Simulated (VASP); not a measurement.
Write the native input for VASP 6.6.1 that does the following.

* Task: single point
* Functional: PBE
* Potentials or basis: VASP PAW PBE potentials, release 64 (As_d)
* Cutoff: 510 eV
* k mesh: 6 × 6 × 4
* Occupations: gaussian, width 0.1 eV
* Spin: no spin polarisation
* Dipole correction: no
* Further INCAR settings: ALGO = Normal; EDIFF = 1e-06; NBANDS = 38

The structure of As lies in POSCAR:

```
As
1.0
    3.7278831778      0.0000000000      0.0000000000
   -1.8639415889      3.2284415343      0.0000000000
    0.0000000000      0.0000000000      8.9687289911
As
4
Direct
    0.0000000000      0.0000000000      0.7775784236
    0.0000000000      0.0000000000      0.2224215764
    0.3333333333      0.6666666667      0.6296809590
    0.6666666667      0.3333333333      0.3703190410
```

The cell was generated, and may not be a known phase.

These files were run (other wordings do the same):

INCAR

```
SYSTEM = As
PREC     = Accurate       ! precision mode
ENCUT    = 510            ! plane-wave cutoff, eV
EDIFF    = 1E-6           ! SCF threshold, eV
ISMEAR   = 0              ! smearing method
SIGMA    = 0.1            ! smearing width, eV
LREAL    = .FALSE.        ! projectors in reciprocal space
LASPH    = .TRUE.         ! aspherical terms in the spheres
NELM     = 120            ! most SCF steps
ALGO     = Normal         ! electronic algorithm
ISIF     = 2              ! what is computed and relaxed
LWAVE    = .FALSE.        ! write WAVECAR
LCHARG   = .FALSE.        ! write CHGCAR
GGA      = PE             ! functional
NBANDS   = 38             ! bands
GGA_COMPAT= .FALSE.
```

KPOINTS

```
regular mesh
0
G
  6 6 4
  0 0 0
```

Potentials or basis: VASP PAW PBE potentials, release 64 (As_d).

Command:

```console
$ cat potpaw_PBE.64/As_d/POTCAR > POTCAR
$ mpirun -np 1 vasp_std > vasp.out
```

It gave:

```
Pressure      : 0.2 GPa
Largest force : 0.035 eV/Å
```

Caveat: this functional lacks dispersion, which binds layers or chains, so the pressure and a relaxed spacing across them are unreliable.

Wall time 41 s on 1 thread of AMD EPYC 9R45 (Zen 5) (shared host), peak memory 0.21 GiB.
